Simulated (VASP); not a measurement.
# SiMo3 (Pm-3n) in VASP: settings compared

The runs below take SiMo3 through single point, with PBE+D4, PBE, r2SCAN.

Program: VASP 6.6.1. These are calculated values, not measurements. Logs are shortened: lines on timing, memory, paths and dates and some standing lists are left out, and cuts for length are marked.

## Step 1: The cell of the first run

Symmetry: Pm-3n, No. 223, cubic system. Conventional cell: a = 4.906 Å, b = 4.906 Å, c = 4.906 Å, α = 90.00°, β = 90.00°, γ = 90.00°. Si (site symmetry m-3) has 12 Mo at 2.74 Å within 3.6 Å. Mo (site symmetry -4m2) has 10 Mo at 2.45 to 3.00 Å and 4 Si at 2.74 Å within 3.2 Å.

## Step 2: Single point, PBE+D4

INCAR

```
  PREC = Accurate
  ENCUT = 500
  EDIFF = 1E-6
  ISMEAR = 0
  SIGMA = 0.1
  LREAL = False
  LASPH = True
  NELM = 120
  ALGO = Normal
  ISIF = 2
  LWAVE = False
  LCHARG = False
  GGA = PE
  IVDW = 13
  NBANDS = 56
  GGA_COMPAT = False
```

KPOINTS

```
Automatic mesh
0
Gamma
  8 8 8
```

POSCAR

```
SiMo3
1.0
    4.9064535174      0.0000000000      0.0000000000
    0.0000000000      4.9064535174      0.0000000000
    0.0000000000      0.0000000000      4.9064535174
Si Mo
2 6
Direct
    0.0000000000      0.0000000000      0.0000000000
    0.5000000000      0.5000000000      0.5000000000
    0.2500000000      0.0000000000      0.5000000000
    0.5000000000      0.7500000000      0.0000000000
    0.7500000000      0.0000000000      0.5000000000
    0.5000000000      0.2500000000      0.0000000000
    0.0000000000      0.5000000000      0.7500000000
    0.0000000000      0.5000000000      0.2500000000
```

Potentials or basis: VASP PAW PBE potentials, release 64 (Si, Mo_sv).

Started as:

```bash
cat potpaw_PBE.64/Si/POTCAR potpaw_PBE.64/Mo_sv/POTCAR > POTCAR
mpirun -np 1 vasp_std > vasp.out
```

OUTCAR:

```text
PREC = Accurate
   ENCUT = 500
   EDIFF = 1E-6
   ISMEAR = 0
   LREAL = False
   LASPH = True
   NELM = 120
   ISIF = 2
   GGA = PE
   IVDW = 13

 ion  position               nearest neighbor table
   1  0.000  0.000  0.000-   3 2.74   4 2.74   5 2.74   6 2.74   7 2.74   8 2.74   3 2.74   5 2.74
                             7 2.74   8 2.74   4 2.74   6 2.74
   2  0.500  0.500  0.500-   3 2.74   4 2.74   5 2.74   6 2.74   7 2.74   8 2.74   4 2.74   6 2.74
                             3 2.74   5 2.74   7 2.74   8 2.74
   3  0.250  0.000  0.500-   5 2.45   5 2.45   1 2.74   1 2.74   2 2.74   2 2.74   8 3.00   4 3.00
                             4 3.00   6 3.00   6 3.00   7 3.00   8 3.00   7 3.00
   4  0.500  0.750  0.000-   6 2.45   6 2.45   1 2.74   2 2.74   2 2.74   1 2.74   8 3.00   5 3.00
                             3 3.00   5 3.00   3 3.00   7 3.00   7 3.00   8 3.00
   5  0.750  0.000  0.500-   3 2.45   3 2.45   1 2.74   1 2.74   2 2.74   2 2.74   8 3.00   4 3.00
                             4 3.00   6 3.00   6 3.00   7 3.00   8 3.00   7 3.00
   6  0.500  0.250  0.000-   4 2.45   4 2.45   1 2.74   2 2.74   2 2.74   1 2.74   8 3.00   3 3.00
                             3 3.00   5 3.00   5 3.00   7 3.00   7 3.00   8 3.00
   7  0.000  0.500  0.750-   8 2.45   8 2.45   1 2.74   2 2.74   1 2.74   2 2.74   3 3.00   4 3.00
                             5 3.00   3 3.00   5 3.00   6 3.00   4 3.00   6 3.00
   8  0.000  0.500  0.250-   7 2.45   7 2.45   1 2.74   2 2.74   1 2.74   2 2.74   3 3.00   4 3.00
                             5 3.00   3 3.00   5 3.00   6 3.00   4 3.00   6 3.00

  LATTYP: Found a simple cubic cell.
 ALAT       =     4.9064535174

  Lattice vectors:

 A1 = (   4.9064535174,   0.0000000000,   0.0000000000)
 A2 = (   0.0000000000,   4.9064535174,   0.0000000000)
 A3 = (   0.0000000000,   0.0000000000,   4.9064535174)

Analysis of symmetry for initial positions (statically):
=====================================================================
 Subroutine PRICEL returns:
 Original cell was already a primitive cell.

 Routine SETGRP: Setting up the symmetry group for a
 simple cubic supercell.

 Subroutine GETGRP returns: Found 48 space group operations
 (whereof 24 operations were pure point group operations)
 out of a pool of 48 trial point group operations.

The static configuration has the point symmetry T_h .
 The point group associated with its full space group is O_h .

Analysis of symmetry for dynamics (positions and initial velocities):
=====================================================================
 Subroutine PRICEL returns:
 Original cell was already a primitive cell.

 Routine SETGRP: Setting up the symmetry group for a
 simple cubic supercell.

 Subroutine GETGRP returns: Found 48 space group operations
 (whereof 24 operations were pure point group operations)
 out of a pool of 48 trial point group operations.

The dynamic configuration has the point symmetry T_h .
 The point group associated with its full space group is O_h .

 Subroutine INISYM returns: Found 48 space group operations
 (whereof 24 operations are pure point group operations),
 and found     1 'primitive' translations

----------------------------------------------------------------------------------------

                                     Primitive cell

  volume of cell :     118.1145

  direct lattice vectors                    reciprocal lattice vectors
     4.906453517  0.000000000  0.000000000     0.203813202  0.000000000  0.000000000
     0.000000000  4.906453517  0.000000000     0.000000000  0.203813202  0.000000000
     0.000000000  0.000000000  4.906453517     0.000000000  0.000000000  0.203813202

  length of vectors
     4.906453517  4.906453517  4.906453517     0.203813202  0.203813202  0.203813202

  position of ions in fractional coordinates (direct lattice)
     0.000000000  0.000000000  0.000000000
     0.500000000  0.500000000  0.500000000
     0.250000000  0.000000000  0.500000000
     0.500000000  0.750000000  0.000000000
     0.750000000  0.000000000  0.500000000
     0.500000000  0.250000000  0.000000000
     0.000000000  0.500000000  0.750000000
     0.000000000  0.500000000  0.250000000

  ion indices of the primitive-cell ions
   primitive index   ion index
                 1           1
                 2           2
                 3           3
                 4           4
                 5           5
                 6           6
                 7           7
                 8           8

----------------------------------------------------------------------------------------

 KPOINTS: Automatic mesh

Automatic generation of k-mesh.
 Grid dimensions read from file:
 generate k-points for:    8    8    8

 Generating k-lattice:

  Cartesian coordinates                     Fractional coordinates (reciprocal lattice)
     0.025476650  0.000000000  0.000000000     0.125000000  0.000000000  0.000000000
     0.000000000  0.025476650  0.000000000     0.000000000  0.125000000  0.000000000
     0.000000000  0.000000000  0.025476650     0.000000000  0.000000000  0.125000000

  Length of vectors
     0.025476650  0.025476650  0.025476650

  Shift w.r.t. Gamma in fractional coordinates (k-lattice)
     0.000000000  0.000000000  0.000000000

 Subroutine IBZKPT returns following result:
 ===========================================

 Found     35 irreducible k-points:

 Following reciprocal coordinates:
            Coordinates               Weight
  0.000000  0.000000  0.000000      1.000000
  0.125000  0.000000  0.000000      6.000000
  0.250000  0.000000  0.000000      6.000000
  0.375000  0.000000  0.000000      6.000000
  0.500000  0.000000  0.000000      3.000000
  0.125000  0.125000  0.000000     12.000000
[... 16 lines left out ...]
  0.375000  0.375000  0.125000     24.000000
  0.500000  0.375000  0.125000     24.000000
 [... further k-points ...]
   k-points           NKPTS =     35   k-points in BZ     NKDIM =     35   number of bands    NBANDS=     56
   number of dos      NEDOS =    301   number of ions     NIONS =      8
   total plane-waves  NPLWV =  46656
   dimension x,y,z NGX =    36 NGY =   36 NGZ =   36
   dimension x,y,z NGXF=    72 NGYF=   72 NGZF=   72
   ions per type =               2   6
   NGX,Y,Z   is equivalent  to a cutoff of  12.20, 12.20, 12.20 a.u.
   NGXF,Y,Z  is equivalent  to a cutoff of  24.40, 24.40, 24.40 a.u.
 SYSTEM =  unknown system
   PREC   = accura    normal or accurate (medium, high low for compatibility)
   ISTART =      0    job   : 0-new  1-cont  2-samecut
   ICHARG =      2    charge: 1-file 2-atom 10-const
   ISPIN  =      1    spin polarized calculation?
   LNONCOLLINEAR =      F non collinear calculations
   LSORBIT =      F    spin-orbit coupling
   LASPH  =      T    aspherical Exc in radial PAW
   ENCUT  =  500.0 eV  36.75 Ry    6.06 a.u.   8.95  8.95  8.95*2*pi/ulx,y,z
   NELM   =    120;   NELMIN=  2; NELMDL= -5     # of ELM steps
   EDIFF  = 0.1E-05   stopping-criterion for ELM
   LREAL  =      F    real-space projection
   EDIFFG = 0.1E-04   stopping-criterion for IOM
   NSW    =      0    number of steps for IOM
[... 5 lines left out ...]
   TEBEG  =    0.0;   TEEND  =   0.0 temperature during run
   PSTRESS=    0.0 pullay stress
   NELECT =      92.0000    total number of electrons
   NUPDOWN=      -1.0000    fix difference up-down
   EMIN   =  10.00;   EMAX   =-10.00  energy-range for DOS
   EFERMI =   0.00;   METHOD = LEGACY
   ISMEAR =     0;   SIGMA  =   0.10  broadening in eV -4-tet -1-fermi 0-gaus
   EFERMI_NEDOS =   21; number of points for ismear=-14 and -15
   IALGO  =     38    algorithm
   IMIX   =      4    mixing-type and parameters
     AMIX     =   0.40;   BMIX     =  1.00
     AMIX_MAG =   1.60;   BMIX_MAG =  1.00
  volume/ion in A,a.u.               =      14.76        99.63
  Fermi-wavevector in a.u.,A,eV,Ry     =   1.506271  2.846439 30.869606  2.268852
  Thomas-Fermi vector in A             =   2.617010
   LORBIT       =      0    0 simple, 1 ext, 2 COOP (PROOUT), +10 PAW based schemes
   GGA     = PE    functional components
   LHFCALC =     F    Hartree Fock is set to
   AEXX    =    0.0000 exact exchange contribution
   IVDW    =    13    specifies the selected vdW correction
   LEPSILON=     F    determine dielectric tensor
   LRPA    =     F    only Hartree local field effects (RPA)
 non-spin polarized calculation
 Gauss-broadening in eV      SIGMA  =   0.10
  energy-cutoff  :      500.00
  volume of cell :      118.11
 maximum number of plane-waves:      3028
 NGX is ok and might be reduce to    36
   NGX = 17   NGY = 17   NGZ = 17

 number of electron      91.9999974 magnetization

 Free energy of the ion-electron system (eV)
  ---------------------------------------------------
  ext. energy  EPLUGINS =         0.00000000
  ---------------------------------------------------
  free energy    TOTEN  =       -78.99756858 eV

  energy without entropy =      -78.97508526  energy(sigma->0) =      -78.98632692

 E-fermi :  12.6087     XC(G=0): -13.0557

 val. band max:       12.6048015106   @ k =   0.5000   0.2500   0.0000
 cond. band min:      12.6134931257   @ k =   0.3750   0.3750   0.0000
 fundamental gap:      0.0086916151
 Fermi energy:        12.6086520123

 k-point     1 :       0.0000    0.0000    0.0000
  band No.  band energies     occupation
      1     -48.6766      2.00000
      2     -48.5663      2.00000
      3     -48.5663      2.00000
      4     -48.2478      2.00000
      5     -48.2478      2.00000
      6     -48.2478      2.00000
[... 48 lines left out ...]
     55      15.2996      0.00000
     56      15.3004      0.00000

 k-point     2 :       0.1250    0.0000    0.0000
  band No.  band energies     occupation
      1     -48.6698      2.00000
      2     -48.5695      2.00000
      3     -48.5574      2.00000
      4     -48.2615      2.00000
      5     -48.2478      2.00000
      6     -48.2478      2.00000
[... 48 lines left out ...]
     55      15.2040      0.00000
     56      15.3664      0.00000
[... 1237 lines left out ...]
     55      14.9269      0.00000
     56      15.0738      0.00000

 k-point    24 :       0.5000    0.3750    0.1250
  band No.  band energies     occupation
      1     -48.5914      2.00000
      2     -48.5073      2.00000
      3     -48.4278      2.00000
      4     -48.4235      2.00000
      5     -48.3549      2.00000
      6     -48.2617      2.00000
[... 48 lines left out ...]
     55      14.7402      0.00000
     56      15.1068      0.00000

 [... further k-points ...]

------------------------ aborting loop because EDIFF is reached ----------------------------------------

  DFT-D4 for vdW energy calculation

  Edisp (eV):   -4.74033

  FORCE on cell =-STRESS in cart. coord.  units (eV):
  Direction    XX          YY          ZZ          XY          YZ          ZX
  --------------------------------------------------------------------------------------
  -------------------------------------------------------------------------------------
  Total      -4.13019    -4.13019    -4.13019     0.00000     0.00000     0.00000
  in kB     -56.02439   -56.02439   -56.02439     0.00000     0.00000     0.00000
  external pressure =      -56.02 kB  Pullay stress =        0.00 kB

 VOLUME and BASIS-vectors are now :
 -----------------------------------------------------------------------------
  energy-cutoff  :      500.00
  volume of cell :      118.11
      direct lattice vectors                 reciprocal lattice vectors
     4.906453517  0.000000000  0.000000000     0.203813202  0.000000000  0.000000000
     0.000000000  4.906453517  0.000000000     0.000000000  0.203813202  0.000000000
     0.000000000  0.000000000  4.906453517     0.000000000  0.000000000  0.203813202

 POSITION                                       TOTAL-FORCE (eV/Angst)
 -----------------------------------------------------------------------------------
      0.00000      0.00000      0.00000        -0.000000     -0.000000     -0.000000
      2.45323      2.45323      2.45323        -0.000000     -0.000000     -0.000000
      1.22661      0.00000      2.45323         0.000000      0.000000      0.000000
      2.45323      3.67984      0.00000         0.000000     -0.000000      0.000000
      3.67984      0.00000      2.45323        -0.000000      0.000000     -0.000000
      2.45323      1.22661      0.00000        -0.000000      0.000000     -0.000000
      0.00000      2.45323      3.67984         0.000000     -0.000000      0.000000
      0.00000      2.45323      1.22661        -0.000000     -0.000000     -0.000000
 -----------------------------------------------------------------------------------
    total drift:                                0.000000      0.000000     -0.000000

  FREE ENERGIE OF THE ION-ELECTRON SYSTEM (eV)
  ---------------------------------------------------
  free  energy   TOTEN  =       -83.7378968881 eV

  energy  without entropy=      -83.7154135665  energy(sigma->0) =      -83.72665523
```

It took 4.8 min on 1 thread of Oxide Virtual Turin-like, shared host; peak memory 0.26 GiB.

What came out:

- Free energy: -83.7379 eV
- Pressure: -5.6 GPa
- Band gap on the k mesh: zero (bands 46 and 47 overlap by 2.43 eV)
- Dispersion energy per atom: -0.593 eV

Levels at points of the mesh, in eV from the Fermi level:
| k point | band 43 | band 44 | band 45 | band 46 | band 47 | band 48 | band 49 | band 50 |
| --- | --- | --- | --- | --- | --- | --- | --- | --- |
| (0.00, 0.00, 0.00) | -1.56 | -1.56 | 1.22 | 1.22 | 1.22 | 1.98 | 2.31 | 2.31 |
| (0.50, 0.00, 0.00) | -1.70 | -1.70 | 0.22 | 0.22 | 0.91 | 0.91 | 1.48 | 1.48 |
| (0.50, 0.50, 0.00) | -1.10 | -0.88 | -0.88 | -0.79 | -0.69 | -0.49 | -0.13 | 0.22 |
| (0.50, 0.50, 0.50) | -1.21 | -1.21 | -1.21 | -1.21 | -1.21 | -1.21 | 1.23 | 1.23 |

Caveat: the cell stands under tension.

## Step 3: Single point, PBE

INCAR

```
SYSTEM = SiMo3
PREC = Accurate ; ENCUT = 500
EDIFF = 1E-6 ; ISMEAR = -1
SIGMA = 0.15 ; LREAL = .FALSE.
LASPH = .TRUE. ; NELM = 120
ALGO = Normal ; ISIF = 2
LWAVE = .FALSE. ; LCHARG = .TRUE.
GGA = PE ; LELF = .TRUE.
LVHAR = .TRUE. ; NBANDS = 56
GGA_COMPAT = .FALSE.
```

KPOINTS

```
regular mesh
0
G
  8 8 8
  0 0 0
```

POSCAR: that of step 2 with these lines changed.

```diff
@@ -2,5 +2,5 @@
 1.0
-    4.9064535174      0.0000000000      0.0000000000
-    0.0000000000      4.9064535174      0.0000000000
-    0.0000000000      0.0000000000      4.9064535174
+    4.9079354294      0.0000000000      0.0000000000
+    0.0000000000      4.9079354294      0.0000000000
+    0.0000000000      0.0000000000      4.9079354294
 Si Mo
```

Potentials or basis: VASP PAW PBE potentials, release 64 (Si, Mo_sv).

Started as:

```bash
cat potpaw_PBE.64/Si/POTCAR potpaw_PBE.64/Mo_sv/POTCAR > POTCAR
mpirun -np 1 vasp_std > vasp.out
```

Wall time 5.5 min (1 thread of Oxide Virtual Turin-like, shared host); peak memory 0.26 GiB.

Results (log left out):

```
Free energy            : -79.1396 eV
Pressure               : 0.5 GPa
Band gap on the k mesh : zero (bands 46 and 47 overlap by 2.43 eV)
```

Levels at points of the mesh, in eV from the Fermi level:
```tsv
k point	band 44	band 45	band 46	band 47	band 48	band 49
(0.00, 0.00, 0.00)	-1.54	1.24	1.24	1.24	1.99	2.33
(0.50, 0.00, 0.00)	-1.69	0.23	0.23	0.93	0.93	1.49
(0.50, 0.50, 0.00)	-0.87	-0.87	-0.78	-0.67	-0.47	-0.12
(0.50, 0.50, 0.50)	-1.19	-1.19	-1.19	-1.19	-1.19	1.25
```

## Step 4: Single point, r2SCAN

POSCAR: that of step 3 with these lines changed.

```diff
@@ -2,5 +2,5 @@
 1.0
-    4.9079354294      0.0000000000      0.0000000000
-    0.0000000000      4.9079354294      0.0000000000
-    0.0000000000      0.0000000000      4.9079354294
+    4.9064535174      0.0000000000      0.0000000000
+    0.0000000000      4.9064535174      0.0000000000
+    0.0000000000      0.0000000000      4.9064535174
 Si Mo
```

INCAR.step1

```
SYSTEM = SiMo3
PREC = Accurate
ENCUT = 550
ISMEAR = 0
SIGMA = 0.1
LREAL = .FALSE.
LASPH = .TRUE.
NELM = 120
NBANDS = 56
GGA = PE
ALGO = Normal
EDIFF = 1E-5
LWAVE = .TRUE.
LCHARG = .FALSE.
GGA_COMPAT = .FALSE.
```

INCAR.step2

```
SYSTEM = SiMo3
PREC = Accurate
ENCUT = 550
EDIFF = 1E-6
ISMEAR = 0
SIGMA = 0.1
LREAL = .FALSE.
LASPH = .TRUE.
NELM = 120
ALGO = Normal
ISIF = 2
LWAVE = .FALSE.
LCHARG = .FALSE.
METAGGA = R2SCAN
LMIXTAU = .TRUE.
NBANDS = 56
ISTART = 1
GGA_COMPAT = .FALSE.
```

KPOINTS is that of step 3.

Started as:

```bash
cat potpaw_PBE.64/Si/POTCAR potpaw_PBE.64/Mo_sv/POTCAR > POTCAR
cp INCAR.step1 INCAR
mpirun -np 1 vasp_std > vasp.out
cp INCAR.step2 INCAR
mpirun -np 1 vasp_std > vasp.out
```

It took 24 min on 1 thread of Oxide Virtual Turin-like, shared host; peak memory 0.33 GiB.

The run converged. Its results:

```
Free energy            : -176.5956 eV
Pressure               : -2.5 GPa
Band gap on the k mesh : zero (bands 46 and 47 overlap by 2.65 eV)
```

Levels at points of the mesh, in eV from the Fermi level:
| k point | band 43 | band 44 | band 45 | band 46 | band 47 | band 48 | band 49 | band 50 |
| --- | --- | --- | --- | --- | --- | --- | --- | --- |
| (0.00, 0.00, 0.00) | -1.66 | -1.66 | 1.32 | 1.32 | 1.32 | 2.27 | 2.44 | 2.44 |
| (0.50, 0.00, 0.00) | -1.83 | -1.83 | 0.19 | 0.19 | 0.99 | 0.99 | 1.58 | 1.58 |
| (0.50, 0.50, 0.00) | -1.15 | -0.98 | -0.98 | -0.89 | -0.74 | -0.48 | -0.20 | 0.20 |
| (0.50, 0.50, 0.50) | -1.33 | -1.33 | -1.33 | -1.33 | -1.33 | -1.33 | 1.30 | 1.30 |

Caveat: the PAW data sets were made with another functional, which shifts forces and pressure a little.

## Step 5: Overview

```csv
level,cell,cutoff (eV),smearing,gap on the mesh (eV),pressure (GPa)
PBE+D4,"a = 4.906 Å, 8 atoms",500,gaussian 0.1 eV,none,-5.6
PBE,"a = 4.908 Å, 8 atoms",500,fermi-dirac 0.15 eV,none,0.5
r2SCAN,"a = 4.906 Å, 8 atoms",550,gaussian 0.1 eV,none,-2.5
```

Alike in all rows: task single point; potentials or basis VASP PAW PBE potentials, release 64 (Si, Mo_sv); no spin polarisation; k mesh 8 × 8 × 8.

The pressure there spans -5.6 GPa (PBE+D4) to 0.5 GPa (PBE); a positive pressure means that this level wants a larger cell, a negative one a smaller.

Caveats: the cell stands under tension (at least some runs); the PAW data sets were made with another functional, which shifts forces and pressure a little (at least some runs).

Absolute energies hang on the potentials; compare differences alone.

The gap in the log of VASP goes by the Fermi energy; the results here count the filled bands.